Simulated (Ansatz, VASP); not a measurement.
# CuO in VASP and in Ansatz

```
Cu O
1.0
     2.33660   -1.73850    0.00000
     2.33660    1.73850    0.00000
    -0.76216    0.00000    5.06194
Cu O
2 2
Cartesian
  1.1683 0.8692 0.0000
  0.7872 -0.8692 2.5310
  2.1461 -0.1679 1.2655
  1.7650 0.1679 3.7965
```

Alike in both runs: task single point; functional PBE; k mesh 7 × 7 × 4; occupations fermi-dirac, width 0.03 eV; no spin polarisation.

|  | VASP | Ansatz |
| --- | --- | --- |
| version | VASP 6.6.1 | Ansatz 0.2.0 |
| potentials or method | VASP PAW PBE potentials, release 64 (Cu, O), cutoff 520 eV | PAW, plane waves, scalar-relativistic |
| valence electrons in the cell | 34 | 50 |

```csv
,VASP,Ansatz,Ansatz less VASP
pressure (GPa),7.8,7.1,-0.71
"traceless stress, the component that is largest in VASP (GPa)",2.44,2.25,-0.184
rms of the force components (eV/Å),0.085,0.066,-0.0195
```

Atom by atom the forces differ by 0.020 eV/Å (rms over components). VASP's potentials hold 34 valence electrons a cell and Ansatz's 50, so a difference there can come from the potentials and not from the codes.
